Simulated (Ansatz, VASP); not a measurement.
# One calculation of ReRhO, two programs

```
CELL_PARAMETERS angstrom
3.58655 0.00000 0.00000
0.00000 3.58655 0.00000
0.00000 0.00000 3.73812
ATOMIC_POSITIONS crystal
Re 0.50000 0.50000 0.00000
Rh 0.00000 0.00000 0.00000
O 0.50000 0.50000 0.50000
```

Change from the starting cell: species swapped into the LiHPd type (P4/mmm, No. 123).

Alike in both runs: task relaxation of cell and atoms; functional PBE; k mesh 6 × 6 × 6; occupations gaussian, width 0.1 eV; no spin polarisation.

```csv
,VASP,Ansatz
version,VASP 6.6.1,Ansatz 0.2.0
potentials or method,"VASP PAW PBE potentials, release 64 (Re, Rh_pv, O), cutoff 600 eV","scalar-relativistic, plane waves, PAW"
valence electrons in the cell,28,38
```

VASP gave:

```
gap on the k mesh at the Fermi level, each at its own relaxed structure (eV) : none
relaxed volume (Å³/atom)                                                     : 16.05
relaxed length of the cell vector where the two differ most in proportion (Å)              : 3.771
```

**Question.** What did Ansatz give for the same quantities?

**Answer.** gap on the k mesh at the Fermi level, each at its own relaxed structure (eV): none; relaxed volume (Å³/atom): 15.99; relaxed length of the cell vector where the two differ most in proportion (Å): 3.750.

A gap of «none» marks a metal or a gap that the smearing closes. VASP's potentials hold 28 valence electrons a cell and Ansatz's 38, so a difference there can come from the potentials and not from the codes.

Spin-orbit coupling is off throughout.
